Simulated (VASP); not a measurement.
# LaYN2 (P6/mmm) in VASP: a series of runs, part 2 of 2

VASP 6.6.1. Earlier steps stand in the parts before.

### 3 Relaxation of cell and atoms, PBE

This run uses another cell than the first one, of 28.24 Å³/atom.

INCAR

```
SYSTEM = LaYN2
ALGO = Normal
EDIFF = 1E-6
EDIFFG = -0.01
ENCUT = 600
GGA = PE
IBRION = 2
ISIF = 3
ISMEAR = 0
LASPH = .TRUE.
LCHARG = .FALSE.
LREAL = .FALSE.
LWAVE = .FALSE.
NELM = 100
NSW = 100
PREC = Accurate
SIGMA = 0.1
```

KPOINTS

```
k-points
0
G
  12 12 6
  0 0 0
```

POSCAR

```
LaYN2
1.0
    4.0715564663      0.0000000000      0.0000000000
   -2.0357782331      3.5260713328      0.0000000000
    0.0000000000      0.0000000000      7.8679231600
La Y N
1 1 2
Direct
    0.0000000000      0.0000000000      0.0000000000
    0.0000000000      0.0000000000      0.5000000000
    0.3333333333      0.6666666667      0.0000000000
    0.6666666667      0.3333333333      0.0000000000
```

Potentials or basis: VASP PAW PBE potentials, release 64 (La, Y_sv, N).

Run with:

```
$ cat potpaw_PBE.64/La/POTCAR potpaw_PBE.64/Y_sv/POTCAR potpaw_PBE.64/N/POTCAR > POTCAR
$ mpirun -np 1 vasp_std > vasp.out
```

OUTCAR:

```text
SYSTEM = LaYN2
   EDIFF = 1E-6
   EDIFFG = -0.01
   ENCUT = 600
   GGA = PE
   IBRION = 2
   ISIF = 3
   ISMEAR = 0
   LASPH = .TRUE.
   LREAL = .FALSE.
   NELM = 100
   NSW = 100
   PREC = Accurate

 ion  position               nearest neighbor table
   1  0.000  0.000  0.000-   3 2.35   4 2.35   4 2.35   3 2.35   4 2.35   3 2.35   2 3.93   2 3.93

   2  0.000  0.000  0.500-   1 3.93   1 3.93
   3  0.333  0.667  0.000-   1 2.35   1 2.35   1 2.35
   4  0.667  0.333  0.000-   1 2.35   1 2.35   1 2.35

  LATTYP: Found a hexagonal cell.
 ALAT       =     4.0715564663
 C/A-ratio  =     1.9324116527

  Lattice vectors:

 A1 = (   4.0715564663,   0.0000000000,   0.0000000000)
 A2 = (  -2.0357782331,   3.5260713328,   0.0000000000)
 A3 = (   0.0000000000,   0.0000000000,   7.8679231600)

Analysis of symmetry for initial positions (statically):
=====================================================================
 Subroutine PRICEL returns:
 Original cell was already a primitive cell.

 Routine SETGRP: Setting up the symmetry group for a
[... 177 lines left out ...]

  FORCE on cell =-STRESS in cart. coord.  units (eV):
  Direction    XX          YY          ZZ          XY          YZ          ZX
  --------------------------------------------------------------------------------------
  -------------------------------------------------------------------------------------
  Total        0.1762784      0.1762784     -0.2462717      0.0000000      0.0000000      0.0000000
  in kB        2.5003343      2.5003343     -3.4931191      0.0000000      0.0000000      0.0000000
  external PRESSURE =       0.5025165 kB  Pullay stress =       0.0000000 kB
[... 253 lines left out ...]
--------------------------------------- Ionic step        8  -------------------------------------------

 number of electron      32.0000000 magnetization

 Free energy of the ion-electron system (eV)
  ---------------------------------------------------
  ext. energy  EPLUGINS =         0.00000000
  ---------------------------------------------------
  free energy    TOTEN  =       -23.69886492 eV

  energy without entropy =      -23.65703909  energy(sigma->0) =      -23.67795200

 E-fermi :   3.2299     XC(G=0):  -8.6054

 val. band max:        3.2295051112   @ k =   0.3333   0.3333   0.0000
 cond. band min:       3.2345163706   @ k =   0.3333   0.0000   0.1667
 fundamental gap:      0.0050112594
 Fermi energy:         3.2299132846

 k-point     1 :       0.0000    0.0000    0.0000
  band No.  band energies     occupation
      1     -41.2416      2.00000
      2     -27.3676      2.00000
      3     -21.2526      2.00000
      4     -21.0312      2.00000
      5     -21.0312      2.00000
      6     -11.4629      2.00000
[... 541 lines left out ...]
     19       3.8591      0.00000
     20       4.1422      0.00000

 [... further k-points ...]

------------------------ aborting loop because EDIFF is reached ----------------------------------------

  FORCE on cell =-STRESS in cart. coord.  units (eV):
  Direction    XX          YY          ZZ          XY          YZ          ZX
  --------------------------------------------------------------------------------------
  -------------------------------------------------------------------------------------
  Total        0.0371318      0.0371318     -0.0033954      0.0000000      0.0000000      0.0000000
  in kB        0.5470791      0.5470791     -0.0500256      0.0000000      0.0000000      0.0000000
  external PRESSURE =       0.3480442 kB  Pullay stress =       0.0000000 kB
[... 19 lines left out ...]
  FREE ENERGIE OF THE ION-ELECTRON SYSTEM (eV)
  ---------------------------------------------------
  free  energy   TOTEN  =       -23.6988649172 eV

  energy  without entropy=      -23.6570390887  energy(sigma->0) =      -23.67795200

 reached required accuracy - stopping structural energy minimisation
```

OSZICAR:

```text
N       E                     dE             d eps       ncg     rms          rms(c)
DAV:   1     0.366925900260E+03    0.36693E+03   -0.14174E+04  3048   0.210E+03
DAV:   2     0.409429506468E+02   -0.32598E+03   -0.31191E+03  4348   0.380E+02
DAV:   3    -0.322322470182E+02   -0.73175E+02   -0.71293E+02  4792   0.208E+02
[... 91 lines left out ...]
DAV:   3    -0.236988636336E+02    0.84650E-02   -0.98007E-03  5268   0.478E-01    0.473E-02
DAV:   4    -0.236988639792E+02   -0.34564E-06   -0.67792E-04  5628   0.164E-01    0.463E-02
DAV:   5    -0.236988630414E+02    0.93785E-06   -0.88931E-05  5276   0.530E-02    0.225E-02
DAV:   6    -0.236988643456E+02   -0.13043E-05   -0.66679E-06  3848   0.149E-02    0.123E-02
DAV:   7    -0.236988649172E+02   -0.57154E-06   -0.67365E-06  4464   0.166E-02
   8 F= -.23698865E+02 E0= -.23677952E+02  d E =-.538647E-02
```

It took 14 min on 1 thread of Intel Xeon 6975P-C (Granite Rapids), shared host; peak memory 0.53 GiB.

Results:

- Free energy: -23.6989 eV
- Relaxed volume: 27.19 Å³/atom
- Relaxed cell: a = 4.087 Å, b = 4.087 Å, c = 7.516 Å, α = 90.00°, β = 90.00°, γ = 120.00°
- Space group after relaxing (to 0.1 Å): P6/mmm (No. 191)
- Energy gained by relaxing: 1.6 meV/atom
- Ionic steps: 8
- Pressure after relaxing: 0.0 GPa
- Band gap on the k mesh: zero (bands 16 and 17 overlap by 0.53 eV)

Step by step:
| step | energy change (eV) | largest force (eV/Å) | pressure (GPa) | volume (Å³) |
| --- | --- | --- | --- | --- |
| 1 | 0.0000 | 0.0000 | 0.05 | 112.96 |
| 2 | -0.0010 | 0.0000 | -0.17 | 113.10 |
| 3 | -0.0011 | 0.0000 | -0.29 | 113.18 |
| 4 | -0.0019 | 0.0000 | -0.28 | 112.83 |
| 5 | -0.0039 | 0.0000 | -0.22 | 111.78 |
| 6 | -0.0063 | 0.0000 | -0.05 | 109.68 |
| 7 | -0.0065 | 0.0000 | 0.05 | 108.64 |
| 8 | -0.0065 | 0.0000 | 0.03 | 108.74 |

Final structure:
```
La Y N
1.0
     4.08743    0.00000    0.00000
    -2.04372    3.53982    0.00000
     0.00000    0.00000    7.51579
La Y N
1 1 2
Direct
  0.00000 0.00000 0.00000
  0.00000 0.00000 0.50000
  0.33333 0.66667 0.00000
  0.66667 0.33333 0.00000
```

Caveat: spin-orbit coupling is left out, which moves the levels of the heavy elements.

### 4 Single point, PBE

This run uses another cell than the first one, of 28.24 Å³/atom.

INCAR

```
SYSTEM = LaYN2
ALGO     = Normal         ! electronic algorithm
EDIFF    = 1E-7           ! SCF threshold, eV
ENCUT    = 520            ! plane-wave cutoff, eV
GGA      = PE             ! functional
ISIF     = 2              ! what is computed and relaxed
ISMEAR   = 0              ! smearing method
LASPH    = .TRUE.         ! aspherical terms in the spheres
LCHARG   = .FALSE.        ! write CHGCAR
LREAL    = .FALSE.        ! projectors in reciprocal space
LWAVE    = .FALSE.        ! write WAVECAR
NBANDS   = 24             ! bands
NELM     = 100            ! most SCF steps
PREC     = Accurate       ! precision mode
SIGMA    = 0.1            ! smearing width, eV
```

KPOINTS

```
k-points
0
G
  6 6 2
  0 0 0
```

POSCAR is that of step 3.

Run with:

```
$ cat potpaw_PBE.64/La/POTCAR potpaw_PBE.64/Y_sv/POTCAR potpaw_PBE.64/N/POTCAR > POTCAR
$ mpirun -np 1 vasp_std > vasp.out
```

Wall time 60 s (1 thread of Intel Xeon 6975P-C (Granite Rapids), shared host); peak memory 0.26 GiB.

It converged, with:

```
Free energy            : -23.6849 eV
Pressure               : 0.0 GPa
Band gap on the k mesh : zero (bands 16 and 17 overlap by 0.55 eV)
```

Stress tensor (GPa, compression positive):
```
 0.07  0.00  0.00
 0.00  0.07  0.00
 0.00  0.00 -0.10
```

Levels at points of the mesh, in eV from the Fermi level:
| k point | band 14 | band 15 | band 16 | band 17 | band 18 | band 19 |
| --- | --- | --- | --- | --- | --- | --- |
| (0.00, 0.00, 0.00) | -2.25 | -0.32 | 0.51 | 0.96 | 0.96 | 1.52 |
| (0.50, 0.00, 0.00) | -1.13 | -0.87 | -0.20 | 0.02 | 0.18 | 0.37 |
| (0.00, 0.00, 0.50) | -1.81 | -0.20 | 0.50 | 0.53 | 0.96 | 0.96 |
| (0.50, 0.00, 0.50) | -1.28 | -0.56 | -0.20 | -0.04 | 0.05 | 0.85 |

Caveat: the k points lie up to 0.40 Å⁻¹ apart, too coarse for converged energies and pressures of a metal; spin-orbit coupling is left out, which moves the levels of the heavy elements.

### 5 Summary

| task | cell | k mesh | cutoff (eV) | gap on the mesh (eV) | pressure (GPa) |
| --- | --- | --- | --- | --- | --- |
| single point | a = 4.087, b = 4.087, c = 7.611 Å, angles 90.0, 90.0, 120.0°, 4 atoms | 12 × 12 × 6 | 520 | none | -0.1 |
| relaxation of cell and atoms | relaxed from a = 4.072, b = 4.072, c = 7.868 Å, angles 90.0, 90.0, 120.0°, 4 atoms | 12 × 12 × 6 | 600 | none | 0.0 |
| single point | a = 4.072, b = 4.072, c = 7.868 Å, angles 90.0, 90.0, 120.0°, 4 atoms | 6 × 6 × 2 | 520 | none | 0.0 |

Alike in all rows: level PBE; potentials or basis VASP PAW PBE potentials, release 64 (La, Y_sv, N); no spin polarisation; smearing gaussian 0.1 eV.

Caveats: some runs use coarse meshes; spin-orbit coupling is left out, which moves the levels of the heavy elements.

Total energies depend on the potentials used, so only differences within one code and one set of settings carry meaning.

The gap in the log of VASP goes by the Fermi energy; the results here count the filled bands.